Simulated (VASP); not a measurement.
Crystal: Bi2Se3 (Paraguanajuatite).

```xyz
5
Lattice="2.0715 1.1960 9.5453 -2.0715 1.1960 9.5453 0.0000 -2.3920 9.5453" Properties=species:S:1:pos:R:3 pbc="T T T"
Bi    0.0000    0.0000   11.4773
Bi    0.0000    0.0000   17.1587
Se    0.0000    0.0000    0.0000
Se    0.0000    0.0000    6.0622
Se    0.0000    0.0000   22.5738
```

Base run:

* Program: VASP 6.6.1
* Functional: revPBE
* Potentials or basis: VASP PAW PBE potentials, release 64 (Bi_d, Se)
* Cutoff: 520 eV
* k mesh: 6 × 6 × 6
* Occupations: gaussian, width 0.01 eV
* Spin: no spin polarisation

Its results: band gap on the k mesh 0.27 eV, direct; pressure 3.8 GPa; largest force 0.192 eV/Å.

**Question.** The run is repeated on the same cell with these changes: functional from revPBE to RPBE. What comes out?

**Answer.** Band gap on the k mesh 0.29 eV, direct; pressure 4.2 GPa; largest force 0.191 eV/Å.

Caveats: the PAW data sets were made with another functional, which shifts forces and pressure a little; spin-orbit coupling is left out, which moves the levels of the heavy elements.

A k mesh can miss the band edges.
